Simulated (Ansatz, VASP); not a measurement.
**LiF in VASP and in Ansatz**

File INCAR:

```
PREC = Accurate
ENCUT = 520
EDIFF = 1E-6
ISMEAR = 0
SIGMA = 0.05
LREAL = False
LASPH = True
NELM = 60
ALGO = Normal
ISIF = 2
LWAVE = False
LCHARG = False
GGA = PE
NBANDS = 18
```

The input KPOINTS:

```
Automatic mesh
0
Gamma
  9 9 6
```

Contents of POSCAR:

```
LiF
1.0
    3.1427330808      0.0000000000      0.0000000000
   -1.5713665404      2.7216866853      0.0000000000
    0.0000000000      0.0000000000      4.8495514170
Li F
2 2
Direct
    0.3333333333      0.6666666667      0.4116718394
    0.6666666667      0.3333333333      0.9116718394
    0.3333333333      0.6666666667      0.9939266766
    0.6666666667      0.3333333333      0.4939266766
```

Input for Ansatz:

```yaml
crystal:
  lattice:
    - [3.1427330808, 0.0, 0.0]
    - [-1.5713665404, 2.7216866853, 0.0]
    - [0.0, 0.0, 4.849551417]
  atoms:
    - { symbol: Li, position: [0.3333333333, 0.6666666667, 0.4116718394] }
    - { symbol: Li, position: [0.6666666667, 0.3333333333, 0.9116718394] }
    - { symbol: F, position: [0.3333333333, 0.6666666667, 0.9939266766] }
    - { symbol: F, position: [0.6666666667, 0.3333333333, 0.4939266766] }
basis:
  ecutwfc: 520.0
kpoints:
  mp_grid: { grid: [9, 9, 6] }
hamiltonian:
  xc: pbe
scf:
  occupations: { method: gaussian, width: 0.05 }
output:
  forces: true
  stress: true
  eigenvalues: true
  write_density: true
  write_potential: true
  elf: true
  volumetric_format: npy
```

Alike in both runs: task single point; functional PBE; k mesh 9 × 9 × 6; occupations gaussian, width 0.05 eV; no spin polarisation.

```csv
,VASP,Ansatz
version,VASP 6.6.1,Ansatz 0.2.0
potentials or method,"VASP PAW PBE potentials, release 64 (Li_sv, F), cutoff 520 eV","scalar-relativistic, plane waves, PAW"
valence electrons in the cell,20,20
```

Ansatz gave:

| Item | Value |
| --- | --- |
| gap on the k mesh at the Fermi level (eV) | 7.44 |
| least direct gap on the mesh (eV) | 7.44 |
| rms of the force components (eV/Å) | 0.122 |

What did VASP give for the same quantities?

gap on the k mesh at the Fermi level (eV): 7.43; least direct gap on the mesh (eV): 7.43; rms of the force components (eV/Å): 0.127.

Atom by atom the forces differ by 0.005 eV/Å (rms over components).

Noted on VASP's run: the cutoff is short for stress, so the pressure is rough.
